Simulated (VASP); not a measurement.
# Nb (C2/c) in VASP: single point with PBEsol

Aim: the single point of Nb with PBEsol.

Program: VASP 6.6.1. These are calculated values, not measurements. Logs are shortened: lines on timing, memory, paths and dates and some standing lists are left out, and cuts for length are marked.

## 1. The cell of the first run

The typed cell holds 2 atoms: a = 3.009 Å, b = 3.009 Å, c = 5.070 Å, α = 96.99°, β = 96.99°, γ = 126.14°.

## 2. Single point, PBEsol

INCAR

```
PREC = Accurate ; ENCUT = 520
EDIFF = 1E-6 ; ISMEAR = -1
SIGMA = 0.1 ; LREAL = False
LASPH = True ; NELM = 100
ALGO = Normal ; ISIF = 2
LWAVE = False ; LCHARG = False
GGA = PS ; ISYM = 0
NBANDS = 20
```

KPOINTS

```
regular mesh
0
Gamma
  13 13 9
```

POSCAR

```
Nb
1.0
   -1.8966901785      1.8968631180      1.3627137000
    1.8968631180     -1.8966901785      1.3627137000
    3.4528661801      3.4528661801     -1.3623969609
Nb
2
Direct
    0.0000795725      0.9999204275      0.0000000000
    0.7499204275      0.2500795725      0.5000000000
```

Potentials or basis: VASP PAW PBE potentials, release 64 (Nb_sv).

Command:

```
$ cat potpaw_PBE.64/Nb_sv/POTCAR > POTCAR
$ mpirun -np 1 vasp_std > vasp.out
```

OUTCAR:

```text
PREC = Accurate
   ENCUT = 520
   EDIFF = 1E-6
   ISMEAR = -1
   LREAL = False
   LASPH = True
   NELM = 100
   ISIF = 2
   GGA = PS
   ISYM = 0

 ion  position               nearest neighbor table
   1  0.000  1.000  0.000-   2 2.87   2 2.87   2 2.87   2 2.87
   2  0.750  0.250  0.500-   1 2.87   1 2.87   1 2.87   1 2.87

IMPORTANT INFORMATION: All symmetrisations will be switched off!
NOSYMM: (Re-)initialisation of all symmetry stuff for point group C_1.

----------------------------------------------------------------------------------------

                                     Primitive cell

  volume of cell :      35.7003

  direct lattice vectors                    reciprocal lattice vectors
    -1.896690179  1.896863118  1.362713700    -0.059417575  0.204187526  0.366905742
     1.896863118 -1.896690179  1.362713700     0.204187526 -0.059417575  0.366905742
     3.452866180  3.452866180 -1.362396961     0.144803608  0.144803608 -0.000018377

  length of vectors
     3.008739263  3.008739263  5.069585308     0.424078787  0.424078787  0.204783228

  position of ions in fractional coordinates (direct lattice)
     0.000079572  0.999920428  0.000000000
     0.749920428  0.250079572  0.500000000

  ion indices of the primitive-cell ions
   primitive index   ion index
                 1           1
                 2           2

----------------------------------------------------------------------------------------

 KPOINTS: regular mesh

Automatic generation of k-mesh.
 Grid dimensions read from file:
 generate k-points for:   13   13    9

 Generating k-lattice:

  Cartesian coordinates                     Fractional coordinates (reciprocal lattice)
    -0.004570583  0.015706733  0.028223519     0.076923077  0.000000000  0.000000000
     0.015706733 -0.004570583  0.028223519     0.000000000  0.076923077  0.000000000
     0.016089290  0.016089290 -0.000002042    -0.000000000 -0.000000000  0.111111111

  Length of vectors
     0.032621445  0.032621445  0.022753692

  Shift w.r.t. Gamma in fractional coordinates (k-lattice)
     0.000000000  0.000000000  0.000000000

 Subroutine IBZKPT returns following result:
 ===========================================

 Found    761 irreducible k-points:

 Following reciprocal coordinates:
            Coordinates               Weight
  0.000000  0.000000  0.000000      1.000000
  0.076923  0.000000  0.000000      2.000000
 -0.000000 -0.076923 -0.000000      2.000000
  0.153846  0.000000  0.000000      2.000000
  0.000000 -0.153846  0.000000      2.000000
  0.230769  0.000000  0.000000      2.000000
[... 16 lines left out ...]
  0.461538  0.076923  0.000000      2.000000
 -0.076923 -0.461538  0.000000      2.000000
 [... further k-points ...]
   k-points           NKPTS =    761   k-points in BZ     NKDIM =    761   number of bands    NBANDS=     20
   number of dos      NEDOS =    301   number of ions     NIONS =      2
   total plane-waves  NPLWV =  23040
   dimension x,y,z NGX =    24 NGY =   24 NGZ =   40
   dimension x,y,z NGXF=    48 NGYF=   48 NGZF=   80
   ions per type =               2
   NGX,Y,Z   is equivalent  to a cutoff of  13.26, 13.26, 13.12 a.u.
   NGXF,Y,Z  is equivalent  to a cutoff of  26.52, 26.52, 26.23 a.u.
 SYSTEM =  unknown system
   PREC   = accura    normal or accurate (medium, high low for compatibility)
   ISTART =      0    job   : 0-new  1-cont  2-samecut
   ICHARG =      2    charge: 1-file 2-atom 10-const
   ISPIN  =      1    spin polarized calculation?
   LNONCOLLINEAR =      F non collinear calculations
   LSORBIT =      F    spin-orbit coupling
   LASPH  =      T    aspherical Exc in radial PAW
   ENCUT  =  520.0 eV  38.22 Ry    6.18 a.u.   5.59  5.59  9.43*2*pi/ulx,y,z
   NELM   =    100;   NELMIN=  2; NELMDL= -5     # of ELM steps
   EDIFF  = 0.1E-05   stopping-criterion for ELM
   LREAL  =      F    real-space projection
   EDIFFG = 0.1E-04   stopping-criterion for IOM
   NSW    =      0    number of steps for IOM
   IBRION =     -1    ionic relax: 0-MD 1-quasi-New 2-CG
   NFREE  =      0    steps in history (QN), initial steepest desc. (CG)
   ISIF   =      2    stress and relaxation
   ISYM   =      0    0-nonsym 1-usesym 2-fastsym
   POTIM  = 0.5000    time-step for ionic-motion
   TEBEG  =    0.0;   TEEND  =   0.0 temperature during run
   PSTRESS=    0.0 pullay stress
   NELECT =      26.0000    total number of electrons
   NUPDOWN=      -1.0000    fix difference up-down
   EMIN   =  10.00;   EMAX   =-10.00  energy-range for DOS
   EFERMI =   0.00;   METHOD = LEGACY
   ISMEAR =    -1;   SIGMA  =   0.10  broadening in eV -4-tet -1-fermi 0-gaus
   EFERMI_NEDOS =   21; number of points for ismear=-14 and -15
   IALGO  =     38    algorithm
   IMIX   =      4    mixing-type and parameters
     AMIX     =   0.40;   BMIX     =  1.00
     AMIX_MAG =   1.60;   BMIX_MAG =  1.00
  volume/ion in A,a.u.               =      17.85       120.46
  Fermi-wavevector in a.u.,A,eV,Ry     =   1.472907  2.783392 29.517247  2.169456
  Thomas-Fermi vector in A             =   2.587865
   LORBIT       =      0    0 simple, 1 ext, 2 COOP (PROOUT), +10 PAW based schemes
   GGA     = PS    functional components
   LHFCALC =     F    Hartree Fock is set to
   AEXX    =    0.0000 exact exchange contribution
   IVDW    =     0    specifies the selected vdW correction
   LEPSILON=     F    determine dielectric tensor
   LRPA    =     F    only Hartree local field effects (RPA)
 non-spin polarized calculation
  energy-cutoff  :      520.00
  volume of cell :       35.70
 maximum number of plane-waves:       976
   NGX = 11   NGY = 11   NGZ = 19

 number of electron      26.0000000 magnetization

 Free energy of the ion-electron system (eV)
  ---------------------------------------------------
  ext. energy  EPLUGINS =         0.00000000
  ---------------------------------------------------
  free energy    TOTEN  =       -21.62839090 eV

  energy without entropy =      -21.55561719  energy(sigma->0) =      -21.59200405

 E-fermi :  11.3752     XC(G=0): -12.6661

 val. band max:       11.3744166060   @ k =  -0.2308   0.0769   0.2222
 cond. band min:      11.3805157406   @ k =   0.3846   0.1538  -0.4444
 fundamental gap:      0.0060991347
 Fermi energy:        11.3751517820

 k-point     1 :       0.0000    0.0000    0.0000
  band No.  band energies     occupation
      1     -43.1058      2.00000
      2     -42.8801      2.00000
      3     -19.8334      2.00000
      4     -18.7191      2.00000
      5     -18.4577      2.00000
      6     -18.4496      2.00000
[... 12 lines left out ...]
     19      15.1275      0.00000
     20      16.5330      0.00000

 k-point     2 :       0.0769    0.0000    0.0000
  band No.  band energies     occupation
      1     -43.0896      2.00000
      2     -42.8698      2.00000
      3     -19.8038      2.00000
      4     -18.7371      2.00000
      5     -18.4834      2.00000
      6     -18.4519      2.00000
[... 12 lines left out ...]
     19      15.7295      0.00000
     20      16.6761      0.00000

 k-point     3 :      -0.0000   -0.0769   -0.0000
  band No.  band energies     occupation
      1     -43.0896      2.00000
      2     -42.8698      2.00000
      3     -19.8038      2.00000
      4     -18.7371      2.00000
      5     -18.4834      2.00000
      6     -18.4519      2.00000
[... 12 lines left out ...]
     19      15.7295      0.00000
     20      16.6761      0.00000

 k-point     4 :       0.1538    0.0000    0.0000
  band No.  band energies     occupation
      1     -43.0443      2.00000
      2     -42.8412      2.00000
      3     -19.7210      2.00000
      4     -18.7974      2.00000
      5     -18.6287      2.00000
      6     -18.5424      2.00000
[... 12 lines left out ...]
     19      15.9869      0.00000
     20      17.5588      0.00000

 k-point     5 :       0.0000   -0.1538    0.0000
  band No.  band energies     occupation
      1     -43.0443      2.00000
      2     -42.8412      2.00000
      3     -19.7210      2.00000
      4     -18.7974      2.00000
      5     -18.6287      2.00000
      6     -18.5424      2.00000
[... 12 lines left out ...]
     19      15.9869      0.00000
     20      17.5588      0.00000

 k-point     6 :       0.2308    0.0000    0.0000
  band No.  band energies     occupation
      1     -42.9789      2.00000
      2     -42.8015      2.00000
      3     -19.6058      2.00000
      4     -19.0122      2.00000
      5     -18.9115      2.00000
      6     -18.7510      2.00000
[... 12 lines left out ...]
     19      15.8158      0.00000
     20      18.4701      0.00000

 k-point     7 :      -0.0000   -0.2308    0.0000
  band No.  band energies     occupation
      1     -42.9789      2.00000
      2     -42.8015      2.00000
      3     -19.6058      2.00000
      4     -19.0122      2.00000
      5     -18.9115      2.00000
      6     -18.7510      2.00000
[... 12 lines left out ...]
     19      15.8158      0.00000
     20      18.4701      0.00000
[... 277 lines left out ...]
 k-point    20 :      -0.0769   -0.3077    0.0000
  band No.  band energies     occupation
      1     -42.8590      2.00000
      2     -42.7304      2.00000
      3     -19.6099      2.00000
      4     -19.5452      2.00000
      5     -19.2910      2.00000
      6     -18.8578      2.00000
[... 12 lines left out ...]
     19      16.3877      0.00000
     20      18.9310      0.00000

 k-point    21 :       0.3846    0.0769    0.0000
  band No.  band energies     occupation
      1     -42.8132      2.00000
      2     -42.7118      2.00000
      3     -19.7952      2.00000
      4     -19.6808      2.00000
      5     -19.2267      2.00000
      6     -18.8843      2.00000
[... 12 lines left out ...]
     19      17.9882      0.00000
     20      19.1369      0.00000

 k-point    22 :      -0.0769   -0.3846    0.0000
  band No.  band energies     occupation
      1     -42.8132      2.00000
      2     -42.7118      2.00000
      3     -19.7952      2.00000
      4     -19.6808      2.00000
      5     -19.2267      2.00000
      6     -18.8843      2.00000
[... 12 lines left out ...]
     19      17.9882      0.00000
     20      19.1369      0.00000

 k-point    23 :       0.4615    0.0769    0.0000
  band No.  band energies     occupation
      1     -42.8001      2.00000
      2     -42.7113      2.00000
      3     -19.8290      2.00000
      4     -19.7016      2.00000
      5     -19.1932      2.00000
      6     -18.8734      2.00000
[... 12 lines left out ...]
     19      18.0847      0.00000
     20      19.2080      0.00000

 k-point    24 :      -0.0769   -0.4615    0.0000
  band No.  band energies     occupation
      1     -42.8001      2.00000
      2     -42.7113      2.00000
      3     -19.8290      2.00000
      4     -19.7016      2.00000
      5     -19.1932      2.00000
      6     -18.8734      2.00000
[... 12 lines left out ...]
     19      18.0847      0.00000
     20      19.2080      0.00000

 [... further k-points ...]
[... 5 lines left out ...]
  --------------------------------------------------------------------------------------
  -------------------------------------------------------------------------------------
  Total       -0.0711423     -0.0711420     -0.0535140      0.0049006     -0.0012931     -0.0012997
  in kB       -3.1927646     -3.1927527     -2.4016316      0.2199308     -0.0580337     -0.0583282
  external PRESSURE =      -2.9290496 kB  Pullay stress =       0.0000000 kB

 VOLUME and BASIS-vectors are now :
 -----------------------------------------------------------------------------
  energy-cutoff  :      520.00
  volume of cell :       35.70
      direct lattice vectors                 reciprocal lattice vectors
    -1.896690179  1.896863118  1.362713700    -0.059417575  0.204187526  0.366905742
     1.896863118 -1.896690179  1.362713700     0.204187526 -0.059417575  0.366905742
     3.452866180  3.452866180 -1.362396961     0.144803608  0.144803608 -0.000018377

 POSITION                                       TOTAL-FORCE (eV/Angst)
 -----------------------------------------------------------------------------------
      1.89656     -1.89639      1.36271        -0.000827      0.000807      0.000000
      0.77843      2.67461      0.68152         0.000827     -0.000807     -0.000000
 -----------------------------------------------------------------------------------
    total drift:                                0.000007      0.000005     -0.000001

  FREE ENERGIE OF THE ION-ELECTRON SYSTEM (eV)
  ---------------------------------------------------
  free  energy   TOTEN  =       -21.6283909002 eV

  energy  without entropy=      -21.5556171903  energy(sigma->0) =      -21.59200405
```

Run time: 7.9 min. Hardware: 1 thread of Intel Xeon Platinum 8375C at 2.90GHz (Ice Lake), shared host; peak memory 0.5 GiB.

Results:

```yaml
Free_energy: -21.6284 eV
Pressure: -0.3 GPa
Band_gap_on_the_k_mesh: zero (bands 13 and 14 overlap by 2.80 eV)
```

Stress tensor (GPa, compression positive):
```
-0.32  0.02 -0.01
 0.02 -0.32 -0.01
-0.01 -0.01 -0.24
```

Levels at points of the mesh, in eV from the Fermi level:
```tsv
k point	band 11	band 12	band 13	band 14	band 15	band 16
(0.00, 0.00, 0.00)	-0.96	-0.86	0.83	0.99	1.39	1.95
```

Caveat: the PAW data sets were made with another functional, which shifts forces and pressure a little.
